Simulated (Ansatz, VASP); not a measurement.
One calculation of Pt, two programs

```
CELL_PARAMETERS angstrom
0.00000 2.28513 1.43781
2.28513 0.00000 1.43781
2.28513 2.28513 0.00000
ATOMIC_POSITIONS crystal
Pt 0.00000 0.00000 0.00000
```

Alike in both runs: task single point; functional PBE; k mesh 22 × 22 × 22; occupations gaussian, width 0.15 eV; no spin polarisation.

|  | VASP | Ansatz |
| --- | --- | --- |
| version | VASP 6.6.1 | Ansatz 0.2.0 |
| potentials or method | VASP PAW PBE potentials, release 64 (Pt), cutoff 520 eV | scalar-relativistic, plane waves, PAW |
| valence electrons in the cell | 10 | 18 |

VASP gave:

```
gap on the k mesh at the Fermi level (eV)                     : none
pressure (GPa)                                                : 13.3
traceless stress, the component that is largest in VASP (GPa) : -7.54
```

Problem. Estimate Ansatz's values.

Solution. gap on the k mesh at the Fermi level (eV): none; pressure (GPa): 13.8; traceless stress, the component that is largest in VASP (GPa): -7.63.

A gap of «none» marks a metal or a gap that the smearing closes. VASP's potentials hold 10 valence electrons a cell and Ansatz's 18, so a difference there can come from the potentials and not from the codes.

Spin-orbit coupling is off throughout.
